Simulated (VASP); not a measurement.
The system is Ag.

```
CELL_PARAMETERS angstrom
-1.65565 1.65565 1.65565
1.65565 -1.65565 1.65565
1.65565 1.65565 -1.65565
ATOMIC_POSITIONS crystal
Ag 0.00000 0.00000 0.00000
```

```yaml
Program: VASP 6.6.1
Task: relaxation of cell and atoms
Functional: PBEsol
Dispersion: D4
Potentials_or_basis: VASP PAW PBE potentials, release 64 (Ag)
Cutoff: 600 eV
k_mesh: 11 × 11 × 11
Occupations: fermi-dirac, width 0.05 eV
Spin: no spin polarisation
```

At the start: pressure -10.0 GPa; volume 18.15 Å³/atom.

**Question.** Where does the relaxation end?

**Answer.** Over 3 steps the energy falls by 63.6 meV/atom and the volume is 16.35 Å³/atom (-9.9 %); space group Im-3m (No. 229, to 0.05 Å).

Step by step:
```tsv
step	energy change (eV)	largest force (eV/Å)	pressure (GPa)	volume (Å³)
1	0.0000	0.0000	-10.04	18.15
2	-0.0347	0.0000	9.76	15.33
3	-0.0636	0.0000	-0.08	16.35
```

Final structure:
```cif
data_structure
_symmetry_space_group_name_H-M 'P 1'
_symmetry_Int_Tables_number 1
_cell_length_a 2.7696
_cell_length_b 2.7696
_cell_length_c 2.7696
_cell_angle_alpha 109.471
_cell_angle_beta 109.471
_cell_angle_gamma 109.471
_cell_volume 16.35
loop_
_atom_site_label
_atom_site_type_symbol
_atom_site_fract_x
_atom_site_fract_y
_atom_site_fract_z
_atom_site_occupancy
Ag1 Ag 0.00000 0.00000 0.00000 1
```

Caveat: the PAW data sets were made with another functional, which shifts forces and pressure a little; pairwise dispersion overbinds metals, which lowers pressure and volume.
